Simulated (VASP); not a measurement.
The system is Mn3Sb.

```
Mn Sb
1.0
     0.00000    5.98824    5.98824
     2.99412    0.00000    2.99412
     2.99412    2.99412    0.00000
Mn Sb
6 2
Direct
  0.37500 0.75000 0.75000
  0.12500 0.25000 0.25000
  0.00000 0.00000 0.00000
  0.87500 0.75000 0.75000
  0.62500 0.25000 0.25000
  0.50000 0.00000 0.00000
  0.25000 0.50000 0.50000
  0.75000 0.50000 0.50000
```

Base run:

* Program: VASP 6.6.1
* Functional: PBEsol
* Potentials or basis: VASP PAW PBE potentials, release 64 (Mn_pv, Sb)
* Cutoff: 520 eV
* k mesh: 3 × 6 × 6
* Occupations: fermi-dirac, width 0.1 eV
* Spin: collinear spin, antiferromagnetic start
* Starting moments: [3.2, -3.2, 3.2, -3.2, 3.2, -3.2, 0.0, 0.0] μB

Its results: band gap on the k mesh zero (filled and empty bands overlap); pressure -9.5 GPa.

Q: After a change of settings the same cell gave: band gap on the k mesh zero (bands 44 and 45 overlap by 0.32 eV); pressure -14.2 GPa. Which change was it?
A. further incar settings from ALGO = Normal; EDIFF = 1e-07; NBANDS = 58 to ALGO = Normal; EDIFF = 1e-06; NBANDS = 58; moments at the start from [3.2, -3.2, 3.2, -3.2, 3.2, -3.2, 0.0, 0 to [3.2, 3.2, 3.2, -3.2, -3.2, -3.2, 0.0, 0
B. spin from collinear spin, antiferromagnetic start to no spin polarisation; further incar settings from ALGO = Normal; EDIFF = 1e-07; NBANDS = 58 to ALGO = Normal; EDIFF = 1e-07; NBANDS = 54
C. spin from collinear spin, antiferromagnetic start to collinear spin, ferrimagnetic start; moments at the start from [3.2, -3.2, 3.2, -3.2, 3.2, -3.2, 0.0, 0 to [3.2, 3.2, 3.2, 3.2, 3.2, -3.2, 0.0, 0.0

A: B.

Caveats: the cell stands under tension; the PAW data sets were made with another functional, which shifts forces and pressure a little; spin-orbit coupling is left out, which moves the levels of the heavy elements; the antiferromagnetic order is the one typed at the start, and another may lie lower (at least some runs).
